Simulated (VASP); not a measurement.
Write the native input for VASP 6.6.1 that does the following.

* Task: single point
* Functional: LDA
* Potentials or basis: VASP PAW LDA potentials, release 64 (Ca_sv)
* Cutoff: 520 eV
* k mesh: 16 × 16 × 16
* Occupations: fermi-dirac, width 0.05 eV
* Spin: no spin polarisation
* Dipole correction: no
* Further INCAR settings: ALGO = Normal; EDIFF = 1e-07; NBANDS = 11

The structure of Ca lies in POSCAR:

```
Ca
1.0
    0.0000000000      2.6697303331      2.6697303331
    2.6697303331      0.0000000000      2.6697303331
    2.6697303331      2.6697303331      0.0000000000
Ca
1
Direct
    0.0000000000      0.0000000000      0.0000000000
```

The input as run:

INCAR

```
PREC = Accurate
ENCUT = 520
EDIFF = 1E-7
ISMEAR = -1
SIGMA = 0.05
LREAL = False
LASPH = True
NELM = 100
ALGO = Normal
ISIF = 2
LWAVE = False
LCHARG = True
LELF = True
LVHAR = True
NBANDS = 11
```

KPOINTS

```
Automatic mesh
0
Gamma
  16 16 16
```

Potentials or basis: VASP PAW LDA potentials, release 64 (Ca_sv).

Command:

```sh
$ cat potpaw_LDA.64/Ca_sv/POTCAR > POTCAR
$ mpirun -np 1 vasp_std > vasp.out
```

It gave:

- Pressure: 0.0 GPa
- Band gap on the k mesh: zero (band 5 reaches 2.32 eV, above the bottom of band 6 at 2.18 eV)

Run time: 30 s on 1 thread of AMD EPYC 9R45 96-Core Processor (Zen 5), with other jobs on the host, peak memory 0.15 GiB.
